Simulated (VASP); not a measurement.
K3Na, 4 atoms in the cell. The structure is cubic, space group Pm-3m (No. 221). The conventional cell has a = 6.369 Å, b = 6.369 Å, c = 6.369 Å, α = 90.00°, β = 90.00°, γ = 90.00°. 

| Property | Result |
| --- | --- |
| Program | VASP 6.6.1 |
| Task | single point |
| Functional | PBEsol |
| Potentials or basis | VASP PAW PBE potentials, release 64 (K_sv, Na_pv) |
| Cutoff | 520 eV |
| k mesh | 4 × 4 × 4 |
| Occupations | methfessel-paxton, width 0.2 eV |
| Spin | no spin polarisation |
| Dipole correction | no |
| Further INCAR settings | ALGO = Normal; EDIFF = 1e-07; NBANDS = 25 |

Potentials or basis: VASP PAW PBE potentials, release 64 (K_sv, Na_pv).

Launch:

```sh
$ cat potpaw_PBE.64/K_sv/POTCAR potpaw_PBE.64/Na_pv/POTCAR > POTCAR
$ mpirun -np 1 vasp_std > vasp.out
```

Hardware: 1 thread of Intel(R) Xeon(R) 6975P-C (Granite Rapids) (shared host).

How long does it take, and how much memory?

It took 28 s on 1 thread of Intel(R) Xeon(R) 6975P-C (Granite Rapids) (shared host), peak memory 0.3 GiB. Counts: scf iterations 13, k points 10.
